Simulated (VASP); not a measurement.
# TiC (Fm-3m) in VASP: notebook

Aim: see how the results for TiC move with the level of theory and the settings. Levels: r2SCAN0, PBE-based screened hybrid with 25 % exact exchange. Tasks: single point.

Program: VASP 6.6.1. These are calculated values, not measurements. Logs are shortened: lines on timing, memory, paths and dates and some standing lists are left out, and cuts for length are marked.

## Step 1: The cell of the first run

The structure is cubic, space group Fm-3m (No. 225). Conventional cell: a = 4.331 Å, b = 4.331 Å, c = 4.331 Å, α = 90.00°, β = 90.00°, γ = 90.00°. Ti (site symmetry m-3m) has 6 C at 2.17 Å within 2.9 Å. C (site symmetry m-3m) has 6 Ti at 2.17 Å within 2.9 Å.

## Step 2: Single point, r2SCAN0

File POSCAR:

```
TiC
1.0
    0.0000000000      2.1657188437      2.1657188437
    2.1657188437      0.0000000000      2.1657188437
    2.1657188437      2.1657188437      0.0000000000
Ti C
1 1
Direct
    0.0000000000      0.0000000000      0.0000000000
    0.5000000000      0.5000000000      0.5000000000
```

File INCAR.step1:

```
SYSTEM = TiC
PREC = Accurate
ENCUT = 520
EDIFF = 1E-5
ISMEAR = -1
SIGMA = 0.05
LREAL = .FALSE.
LASPH = .TRUE.
NELM = 80
ALGO = Normal
ISIF = 2
LWAVE = .TRUE.
LCHARG = .FALSE.
NBANDS = 15
GGA = PE
```

File INCAR.step2:

```
SYSTEM = TiC
PREC = Accurate
ENCUT = 520
EDIFF = 1E-7
ISMEAR = -1
SIGMA = 0.05
LREAL = .FALSE.
LASPH = .TRUE.
NELM = 80
ALGO = Normal
ISIF = 2
LWAVE = .FALSE.
LCHARG = .FALSE.
METAGGA = R2SCAN
LHFCALC = .TRUE.
AEXX = 0.25
LMIXTAU = .TRUE.
PRECFOCK = Normal
NBANDS = 15
ISTART = 1
```

File KPOINTS:

```
Automatic mesh
0
G
  6 6 6
  0 0 0
```

Potentials or basis: VASP PAW PBE potentials, release 64 (Ti_sv, C).

Command:

```bash
> cat potpaw_PBE.64/Ti_sv/POTCAR potpaw_PBE.64/C/POTCAR > POTCAR
> cp INCAR.step1 INCAR
> mpirun -np 1 vasp_std > vasp.out
> cp INCAR.step2 INCAR
> mpirun -np 1 vasp_std > vasp.out
```

OUTCAR:

```text
SYSTEM = TiC
   PREC = Accurate
   ENCUT = 520
   EDIFF = 1E-7
   ISMEAR = -1
   LREAL = .FALSE.
   LASPH = .TRUE.
   NELM = 80
   ISIF = 2
   METAGGA = R2SCAN
   LHFCALC = .TRUE.
   AEXX = 0.25
   PRECFOCK = Normal
   ISTART = 1

 ion  position               nearest neighbor table
   1  0.000  0.000  0.000-   2 2.17   2 2.17   2 2.17   2 2.17   2 2.17   2 2.17
   2  0.500  0.500  0.500-   1 2.17   1 2.17   1 2.17   1 2.17   1 2.17   1 2.17

  LATTYP: Found a face centered cubic cell.
 ALAT       =     4.3314376874

  Lattice vectors:

 A1 = (   0.0000000000,   2.1657188437,   2.1657188437)
 A2 = (   2.1657188437,   0.0000000000,   2.1657188437)
 A3 = (   2.1657188437,   2.1657188437,   0.0000000000)

Analysis of symmetry for initial positions (statically):
=====================================================================
 Subroutine PRICEL returns:
 Original cell was already a primitive cell.

 Routine SETGRP: Setting up the symmetry group for a
 face centered cubic supercell.

 Subroutine GETGRP returns: Found 48 space group operations
 (whereof 48 operations were pure point group operations)
 out of a pool of 48 trial point group operations.

The static configuration has the point symmetry O_h .

Analysis of symmetry for dynamics (positions and initial velocities):
=====================================================================
 Subroutine PRICEL returns:
 Original cell was already a primitive cell.

 Routine SETGRP: Setting up the symmetry group for a
 face centered cubic supercell.

 Subroutine GETGRP returns: Found 48 space group operations
 (whereof 48 operations were pure point group operations)
 out of a pool of 48 trial point group operations.

The dynamic configuration has the point symmetry O_h .

 Subroutine INISYM returns: Found 48 space group operations
 (whereof 48 operations are pure point group operations),
 and found     1 'primitive' translations

----------------------------------------------------------------------------------------

                                     Primitive cell

  volume of cell :      20.3159

  direct lattice vectors                    reciprocal lattice vectors
     0.000000000  2.165718844  2.165718844    -0.230870227  0.230870227  0.230870227
     2.165718844  0.000000000  2.165718844     0.230870227 -0.230870227  0.230870227
     2.165718844  2.165718844  0.000000000     0.230870227  0.230870227 -0.230870227

  length of vectors
     3.062788961  3.062788961  3.062788961     0.399878962  0.399878962  0.399878962

  position of ions in fractional coordinates (direct lattice)
     0.000000000  0.000000000  0.000000000
     0.500000000  0.500000000  0.500000000

  ion indices of the primitive-cell ions
   primitive index   ion index
                 1           1
                 2           2

----------------------------------------------------------------------------------------

 KPOINTS: Automatic mesh

Automatic generation of k-mesh.
 Grid dimensions read from file:
 generate k-points for:    6    6    6

 Generating k-lattice:

  Cartesian coordinates                     Fractional coordinates (reciprocal lattice)
    -0.038478371  0.038478371  0.038478371     0.166666667  0.000000000  0.000000000
     0.038478371 -0.038478371  0.038478371     0.000000000  0.166666667  0.000000000
     0.038478371  0.038478371 -0.038478371     0.000000000  0.000000000  0.166666667

  Length of vectors
     0.066646494  0.066646494  0.066646494

  Shift w.r.t. Gamma in fractional coordinates (k-lattice)
     0.000000000  0.000000000  0.000000000

 Subroutine IBZKPT returns following result:
 ===========================================

 Found     16 irreducible k-points:

 Following reciprocal coordinates:
            Coordinates               Weight
  0.000000  0.000000  0.000000      1.000000
  0.166667  0.000000  0.000000      8.000000
  0.333333  0.000000  0.000000      8.000000
  0.500000  0.000000  0.000000      4.000000
  0.166667  0.166667  0.000000      6.000000
  0.333333  0.166667  0.000000     24.000000
[... 8 lines left out ...]
 -0.333333  0.333333  0.166667     24.000000
 -0.333333  0.500000  0.166667     12.000000
   k-points           NKPTS =     16   k-points in BZ     NKDIM =    216   number of bands    NBANDS=     15
   number of dos      NEDOS =    301   number of ions     NIONS =      2
   total plane-waves  NPLWV =  13824
   dimension x,y,z NGX =    24 NGY =   24 NGZ =   24
   dimension x,y,z NGXF=    48 NGYF=   48 NGZF=   48
   ions per type =               1   1
   NGX,Y,Z   is equivalent  to a cutoff of  13.03, 13.03, 13.03 a.u.
   NGXF,Y,Z  is equivalent  to a cutoff of  26.05, 26.05, 26.05 a.u.
 SYSTEM =  TiC
   PREC   = accura    normal or accurate (medium, high low for compatibility)
   ISTART =      1    job   : 0-new  1-cont  2-samecut
   ICHARG =      0    charge: 1-file 2-atom 10-const
   ISPIN  =      1    spin polarized calculation?
   LNONCOLLINEAR =      F non collinear calculations
   LSORBIT =      F    spin-orbit coupling
   LASPH  =      T    aspherical Exc in radial PAW
   ENCUT  =  520.0 eV  38.22 Ry    6.18 a.u.   5.69  5.69  5.69*2*pi/ulx,y,z
   NELM   =     80;   NELMIN=  2; NELMDL=  0     # of ELM steps
   EDIFF  = 0.1E-06   stopping-criterion for ELM
   LREAL  =      F    real-space projection
   EDIFFG = 0.1E-05   stopping-criterion for IOM
   NSW    =      0    number of steps for IOM
   IBRION =     -1    ionic relax: 0-MD 1-quasi-New 2-CG
   NFREE  =      0    steps in history (QN), initial steepest desc. (CG)
   ISIF   =      2    stress and relaxation
   ISYM   =      3    0-nonsym 1-usesym 2-fastsym
   POTIM  = 0.5000    time-step for ionic-motion
   TEBEG  =    0.0;   TEEND  =   0.0 temperature during run
   PSTRESS=    0.0 pullay stress
   NELECT =      16.0000    total number of electrons
   NUPDOWN=      -1.0000    fix difference up-down
   EMIN   =  10.00;   EMAX   =-10.00  energy-range for DOS
   EFERMI =   0.00;   METHOD = LEGACY
   ISMEAR =    -1;   SIGMA  =   0.05  broadening in eV -4-tet -1-fermi 0-gaus
   EFERMI_NEDOS =   21; number of points for ismear=-14 and -15
   IALGO  =     38    algorithm
   IMIX   =      1    mixing-type and parameters
     AMIX     =   0.40;   BMIX     =  1.00
     AMIX_MAG =   1.60;   BMIX_MAG =  1.00
  volume/ion in A,a.u.               =      10.16        68.55
  Fermi-wavevector in a.u.,A,eV,Ry     =   1.511829  2.856943 31.097854  2.285628
  Thomas-Fermi vector in A             =   2.621834
   LORBIT       =      0    0 simple, 1 ext, 2 COOP (PROOUT), +10 PAW based schemes
   METAGGA = R2SCAN    functional components
   LHFCALC =     T    Hartree Fock is set to
   PRECFOCK=normal    Normal, Fast or Accurate (Low or Medium for compatibility)
   ENCUT4O =  -1.0   cutoff for four orbital integrals eV
   NKREDX  =     1    reduce k-point grid by
   NKREDY  =     1    reduce k-point grid by
   NKREDZ  =     1    reduce k-point grid by
   AEXX    =    0.2500 exact exchange contribution
   HFSCREEN=    0.0000 screening length (either q_TF or 0.3 A-1)
   HFSCREENC=   0.0000 screening length for correlation (either q_TF or 0.3 A-1)
   ENCUTFOCK=  -1.0 apply spherical cutoff to Coloumb kernel
   IVDW    =     0    specifies the selected vdW correction
   LEPSILON=     F    determine dielectric tensor
   LRPA    =     F    only Hartree local field effects (RPA)
 non-spin polarized calculation
  energy-cutoff  :      520.00
  volume of cell :       20.32
 maximum number of plane-waves:       568
  NGX = 18; NGY = 18; NGZ = 18

 number of electron      16.0000000 magnetization

 Free energy of the ion-electron system (eV)
  ---------------------------------------------------
  ext. energy  EPLUGINS =         0.00000000
  ---------------------------------------------------
  free energy    TOTEN  =       -28.23614572 eV

  energy without entropy =      -28.23575163  energy(sigma->0) =      -28.23594868

 E-fermi :   9.1490     XC(G=0): -10.5456

 val. band max:        8.8949337506   @ k =   0.1667   0.1667   0.0000
 cond. band min:       9.3679981122   @ k =   0.5000   0.5000   0.0000
 fundamental gap:      0.4730643616
 Fermi energy:         9.1489682084

 k-point     1 :       0.0000    0.0000    0.0000
  band No.  band energies     occupation
      1     -54.0030      2.00000
      2     -27.6611      2.00000
      3     -27.6611      2.00000
      4     -27.6611      2.00000
      5      -5.7618      2.00000
      6      11.2050      0.00000
      7      11.2051      0.00000
      8      11.2051      0.00000
      9      11.5190      0.00000
     10      11.5190      0.00000
     11      11.5190      0.00000
     12      11.7933      0.00000
     13      11.7934      0.00000
     14      21.7357      0.00000
     15      25.1182      0.00000

 k-point     2 :       0.1667    0.0000    0.0000
  band No.  band energies     occupation
      1     -53.9832      2.00000
      2     -27.8038      2.00000
      3     -27.6730      2.00000
      4     -27.6729      2.00000
      5      -5.0752      2.00000
      6       7.5372      2.00000
      7       8.0033      2.00000
      8       8.0033      2.00000
      9      11.8649      0.00000
     10      11.8649      0.00000
     11      13.0577      0.00000
     12      15.1271      0.00000
     13      15.1272      0.00000
     14      22.6497      0.00000
     15      25.3134      0.00000
[... 221 lines left out ...]
      3     -27.9291      2.00000
      4     -27.7938      2.00000
      5      -2.3755      2.00000
      6       3.8452      2.00000
      7       5.1556      2.00000
      8       5.9238      2.00000
      9      13.4659      0.00000
     10      13.5888      0.00000
     11      14.8197      0.00000
     12      16.6773      0.00000
     13      16.9708      0.00000
     14      23.5604      0.00000
     15      25.4855      0.00000

 k-point    16 :      -0.3333    0.5000    0.1667
  band No.  band energies     occupation
      1     -53.8960      2.00000
      2     -28.0775      2.00000
      3     -27.9248      2.00000
      4     -27.8523      2.00000
      5      -2.7288      2.00000
      6       4.7385      2.00000
      7       5.7206      2.00000
      8       6.2268      2.00000
      9      12.2791      0.00000
     10      14.3906      0.00000
     11      14.6684      0.00000
     12      15.1285      0.00000
     13      16.3986      0.00000
     14      25.1183      0.00000
     15      25.5663      0.00000

------------------------ aborting loop because EDIFF is reached ----------------------------------------

  FORCE on cell =-STRESS in cart. coord.  units (eV):
  Direction    XX          YY          ZZ          XY          YZ          ZX
  --------------------------------------------------------------------------------------
  -------------------------------------------------------------------------------------
  Total       -0.6245768     -0.6245768     -0.6245768      0.0000000      0.0000000      0.0000000
  in kB      -49.2561233    -49.2561233    -49.2561233      0.0000000      0.0000000      0.0000000
  external PRESSURE =     -49.2561233 kB  Pullay stress =       0.0000000 kB

 VOLUME and BASIS-vectors are now :
 -----------------------------------------------------------------------------
  energy-cutoff  :      520.00
  volume of cell :       20.32
      direct lattice vectors                 reciprocal lattice vectors
     0.000000000  2.165718844  2.165718844    -0.230870227  0.230870227  0.230870227
     2.165718844  0.000000000  2.165718844     0.230870227 -0.230870227  0.230870227
     2.165718844  2.165718844  0.000000000     0.230870227  0.230870227 -0.230870227

 POSITION                                       TOTAL-FORCE (eV/Angst)
 -----------------------------------------------------------------------------------
      0.00000      0.00000      0.00000         0.000000      0.000000      0.000000
      2.16572      2.16572      2.16572         0.000000      0.000000      0.000000
 -----------------------------------------------------------------------------------
    total drift:                                0.000001      0.000001      0.000001

  FREE ENERGIE OF THE ION-ELECTRON SYSTEM (eV)
  ---------------------------------------------------
  free  energy   TOTEN  =       -28.2361457215 eV

  energy  without entropy=      -28.2357516322  energy(sigma->0) =      -28.23594868
```

It took 26 min on 1 thread of AMD EPYC 7R43 (Zen 3), shared host; peak memory 0.13 GiB.

Results:

```yaml
Free_energy: -28.2361 eV
Pressure: -4.9 GPa
Band_gap_on_the_k_mesh: zero (bands 8 and 9 overlap by 2.67 eV)
```

Caveat: the k points lie up to 0.42 Å⁻¹ apart, too coarse for converged energies and pressures of a metal; the PAW data sets were made with another functional, which shifts forces and pressure a little.

## Step 3: Single point, PBE-based screened hybrid with 25 % exact exchange

POSCAR is that of step 2.

File INCAR.step1:

```
SYSTEM = TiC
PREC = Accurate ; ENCUT = 520
EDIFF = 1E-5 ; ISMEAR = -1
SIGMA = 0.05 ; LREAL = .False.
LASPH = .True. ; NELM = 80
ALGO = Normal ; ISIF = 2
LWAVE = .True. ; LCHARG = .False.
GGA = PE ; NBANDS = 15
```

File INCAR.step2:

```
SYSTEM = TiC
PREC = Accurate ; ENCUT = 520
EDIFF = 1E-7 ; ISMEAR = -1
SIGMA = 0.05 ; LREAL = .False.
LASPH = .True. ; NELM = 80
ALGO = Normal ; ISIF = 2
LWAVE = .False. ; LCHARG = .False.
GGA = PE ; LHFCALC = .True.
AEXX = 0.25 ; HFSCREEN = 0.2078699
PRECFOCK = Normal ; ISTART = 1
NBANDS = 15
```

File KPOINTS:

```
Automatic mesh
0
Gamma
  6 6 6
  0 0 0
```

Potentials or basis: VASP PAW PBE potentials, release 64 (Ti_sv, C).

Command:

```bash
> cat potpaw_PBE.64/Ti_sv/POTCAR potpaw_PBE.64/C/POTCAR > POTCAR
> cp INCAR.step1 INCAR
> mpirun -np 1 vasp_std > vasp.out
> cp INCAR.step2 INCAR
> mpirun -np 1 vasp_std > vasp.out
```

Run time: 22 min. Hardware: 1 thread of AMD EPYC 7R13 (Zen 3), shared host; peak memory 0.22 GiB.

The run converged. Its results:

```
Free energy            : -22.0208 eV
Pressure               : -4.7 GPa
Band gap on the k mesh : zero (bands 8 and 9 overlap by 1.81 eV)
```

Levels at points of the mesh, in eV from the Fermi level:
| k point | band 6 | band 7 | band 8 | band 9 | band 10 | band 11 |
| --- | --- | --- | --- | --- | --- | --- |
| (0.00, 0.00, 0.00) | 1.46 | 1.46 | 1.46 | 2.03 | 2.03 | 2.03 |
| (0.50, 0.00, 0.00) | -6.70 | -3.37 | -3.37 | 4.09 | 4.09 | 5.37 |
| (0.50, 0.50, 0.00) | -4.12 | -1.37 | -0.09 | -0.09 | 3.36 | 4.77 |

Caveat: the k points lie up to 0.42 Å⁻¹ apart, too coarse for converged energies and pressures of a metal; the PAW data sets were made with another functional, which shifts forces and pressure a little.
